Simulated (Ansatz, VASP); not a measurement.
## BN: VASP beside Ansatz

```xyz
6
Lattice="2.5061 0.0000 0.0000 -1.2531 2.1704 0.0000 0.5931 0.0000 9.8847" Properties=species:S:1:pos:R:3 pbc="T T T"
B     0.0002    0.0000    0.0030
B     1.4509    0.7235    3.2979
B     0.3956    1.4469    6.5928
N     1.2534    0.7235    0.0059
N     0.1980    1.4469    3.3008
N     0.3957    0.0000    6.5957
```

Change from the starting cell: shear of c along a, cell held, atoms relaxed: +6.0 %.

Alike in both runs: functional PBE; dispersion D3(BJ); k mesh 12 × 12 × 4; occupations gaussian, width 0.02 eV; no spin polarisation.

Ansatz relaxed the structure, and its values are those at the end. VASP's run is a single point on that final structure, the one shown.

|  | VASP | Ansatz |
| --- | --- | --- |
| version | VASP 6.6.1 | Ansatz 0.2.0 |
| potentials or method | VASP PAW PBE potentials, release 64 (B, N), cutoff 520 eV | scalar-relativistic, plane waves, PAW |
| valence electrons in the cell | 24 | 24 |

Ansatz gave:

```
gap on the k mesh at the Fermi level (eV) : 3.95
least direct gap on the mesh (eV)         : 4.45
pressure (GPa)                            : 0.0
```

Question: What did VASP give for the same quantities?

Answer: gap on the k mesh at the Fermi level (eV): 3.94; least direct gap on the mesh (eV): 4.45; pressure (GPa): 0.1.

Ansatz's warnings: stress scf threshold loose.
